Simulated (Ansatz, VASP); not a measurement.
**Be5Ir in VASP and in Ansatz**

The input INCAR:

```
SYSTEM = Be5Ir
ALGO = Normal
EDIFF = 1E-6
ENCUT = 520
GGA = PE
ISIF = 2
ISMEAR = 0
LASPH = .TRUE.
LCHARG = .TRUE.
LELF = .TRUE.
LREAL = .FALSE.
LVHAR = .TRUE.
LWAVE = .FALSE.
NBANDS = 18
NELM = 60
PREC = Accurate
SIGMA = 0.1
```

Contents of KPOINTS:

```
k-points
0
G
  6 6 6
  0 0 0
```

POSCAR

```
Be5Ir
1.0
    4.2540368700      0.0000000000      0.0000000000
   -2.1270184400      3.6841040000      0.0000000000
    0.0000000000      0.0000000000      3.4326872100
Be Ir
5 1
Direct
    0.3333333300      0.6666666700      0.0000000000
    0.6666666700      0.3333333300      0.0000000000
    0.5000000000      0.0000000000      0.5000000000
    0.5000000000      0.5000000000      0.5000000000
    0.0000000000      0.5000000000      0.5000000000
    0.0000000000      0.0000000000      0.0000000000
```

Input for Ansatz:

```yaml
crystal:
  lattice:
    - [4.25403687, 0.0, 0.0]
    - [-2.12701844, 3.684104, 0.0]
    - [0.0, 0.0, 3.43268721]
  atoms:
    - { symbol: Be, position: [0.33333333, 0.66666667, 0.0] }
    - { symbol: Be, position: [0.66666667, 0.33333333, 0.0] }
    - { symbol: Be, position: [0.5, 0.0, 0.5] }
    - { symbol: Be, position: [0.5, 0.5, 0.5] }
    - { symbol: Be, position: [0.0, 0.5, 0.5] }
    - { symbol: Ir, position: [0.0, 0.0, 0.0] }
basis:
  ecutwfc: 420
kpoints:
  mp_grid: { grid: [6, 6, 6] }
hamiltonian:
  xc: pbe
scf:
  occupations: { method: gaussian, width: 0.1 }
  lower_state_search: "off"
output:
  forces: true
  stress: true
  eigenvalues: true
```

Change from the starting cell: species swapped into the ErCo5 type (P6/mmm, No. 191).

Alike in both runs: task single point; functional PBE; k mesh 6 × 6 × 6; occupations gaussian, width 0.1 eV; no spin polarisation.

```csv
,VASP,Ansatz
version,VASP 6.6.1,Ansatz 0.2.0
potentials or method,"VASP PAW PBE potentials, release 64 (Be, Ir), cutoff 520 eV","scalar-relativistic, plane waves, PAW"
valence electrons in the cell,19,27
```

|  | VASP | Ansatz | Ansatz less VASP |
| --- | --- | --- | --- |
| gap on the k mesh at the Fermi level (eV) | none | none | - |
| pressure (GPa) | -3.1 | -3.2 | -0.16 |
| traceless stress, the component that is largest in VASP (GPa) | 4.37 | 4.33 | -0.047 |

A gap of «none» marks a metal or a gap that the smearing closes. VASP's potentials hold 19 valence electrons a cell and Ansatz's 27, so a difference there can come from the potentials and not from the codes.

Spin-orbit coupling is off throughout.
